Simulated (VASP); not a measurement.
Input of a VASP 6.6.1 run:

File INCAR:

```
SYSTEM = BN
PREC = Accurate
ENCUT = 520
EDIFF = 1E-6
ISMEAR = 0
SIGMA = 0.01
LREAL = .FALSE.
LASPH = .TRUE.
NELM = 60
ALGO = Normal
ISIF = 2
LWAVE = .FALSE.
LCHARG = .FALSE.
GGA = RP
NBANDS = 16
```

KPOINTS

```
regular mesh
0
G
  8 8 3
  0 0 0
```

POSCAR

```
BN
1.0
    2.4982400000      0.0000000000      0.0000000000
   -1.2491200000      2.1635390000      0.0000000000
    0.0000000000      0.0000000000      6.6357000000
B N
2 2
Direct
    0.3333333333      0.6666666667      0.2500000000
    0.6666666667      0.3333333333      0.7500000000
    0.3333333333      0.6666666667      0.7500000000
    0.6666666667      0.3333333333      0.2500000000
```

Potentials or basis: VASP PAW PBE potentials, release 64 (B, N).

Command:

```sh
$ cat potpaw_PBE.64/B/POTCAR potpaw_PBE.64/N/POTCAR > POTCAR
$ mpirun -np 1 vasp_std > vasp.out
```

Question: Estimate the pressure.

Answer: 9.1 GPa.

Question: Estimate the band gap on the k mesh.

Answer: 4.38 eV, indirect (least direct gap 4.77 eV).

Stress tensor (GPa, compression positive):
```
11.13  0.00  0.00
 0.00 11.13  0.00
 0.00  0.00  4.97
```

Caveat: the PAW data sets were made with another functional, which shifts forces and pressure a little; this functional lacks dispersion, which binds the layers, so the pressure and a relaxed spacing across them are unreliable. A k mesh can miss the band edges.
